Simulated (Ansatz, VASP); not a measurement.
**Ge in VASP and in Ansatz**

File INCAR:

```
PREC     = Accurate       # precision mode
ENCUT    = 520            # plane-wave cutoff, eV
EDIFF    = 1E-6           # SCF threshold, eV
ISMEAR   = 0              # smearing method
SIGMA    = 0.15           # smearing width, eV
LREAL    = False          # projectors in reciprocal space
LASPH    = True           # aspherical terms in the spheres
NELM     = 100            # most SCF steps
ALGO     = Fast           # electronic algorithm
ISIF     = 2              # what is computed and relaxed
LWAVE    = False          # write WAVECAR
LCHARG   = True           # write CHGCAR
GGA      = PE             # functional
LELF     = True           # ELF
LVHAR    = True         
NBANDS   = 66             # bands
```

File KPOINTS:

```
regular mesh
0
Gamma
  15 15 4
```

POSCAR

```
Ge
1.0
    4.0391102337      0.0000000000      0.0000000000
   -2.0195551169      3.4979720711      0.0000000000
    0.0000000000      0.0000000000     13.5136511089
Ge
8
Direct
    0.0000000000      0.0000000000      0.4123984970
    0.0000000000      0.0000000000      0.5876015030
    0.0000000000      0.0000000000      0.9123984970
    0.0000000000      0.0000000000      0.0876015030
    0.3333333333      0.6666666667      0.3442031336
    0.6666666667      0.3333333333      0.6557968664
    0.6666666667      0.3333333333      0.8442031336
    0.3333333333      0.6666666667      0.1557968664
```

Input for Ansatz:

```yaml
crystal:
  lattice:
    - [4.0391102337, 0.0, 0.0]
    - [-2.0195551169, 3.4979720711, 0.0]
    - [0.0, 0.0, 13.5136511089]
  atoms:
    - { symbol: Ge, position: [0.0, 0.0, 0.412398497] }
    - { symbol: Ge, position: [0.0, 0.0, 0.587601503] }
    - { symbol: Ge, position: [0.0, 0.0, 0.912398497] }
    - { symbol: Ge, position: [0.0, 0.0, 0.087601503] }
    - { symbol: Ge, position: [0.3333333333, 0.6666666667, 0.3442031336] }
    - { symbol: Ge, position: [0.6666666667, 0.3333333333, 0.6557968664] }
    - { symbol: Ge, position: [0.6666666667, 0.3333333333, 0.8442031336] }
    - { symbol: Ge, position: [0.3333333333, 0.6666666667, 0.1557968664] }
basis:
  ecutwfc: 420
kpoints:
  mp_grid: { grid: [15, 15, 4] }
hamiltonian:
  xc: pbe
scf:
  occupations: { method: gaussian, width: 0.15 }
output:
  forces: true
  stress: true
  eigenvalues: true
```

Alike in both runs: task single point; functional PBE; k mesh 15 × 15 × 4; occupations gaussian, width 0.15 eV; no spin polarisation.

```csv
,VASP,Ansatz
version,VASP 6.6.1,Ansatz 0.2.0
potentials or method,"VASP PAW PBE potentials, release 64 (Ge_d), cutoff 520 eV","scalar-relativistic, plane waves, PAW"
valence electrons in the cell,112,112
```

Ansatz gave:

| Property | Result |
| --- | --- |
| gap on the k mesh at the Fermi level (eV) | none |
| pressure (GPa) | 0.3 |
| traceless stress, the component that is largest in VASP (GPa) | 0.63 |
| rms of the force components (eV/Å) | 0.532 |

Q: Which values does VASP return?

A: gap on the k mesh at the Fermi level (eV): none; pressure (GPa): 0.2; traceless stress, the component that is largest in VASP (GPa): 0.63; rms of the force components (eV/Å): 0.531.

Atom by atom the forces differ by 0.001 eV/Å (rms over components). A gap of «none» marks a metal or a gap that the smearing closes. The functional is the same, so the differences come from potentials, cutoffs and numerics.
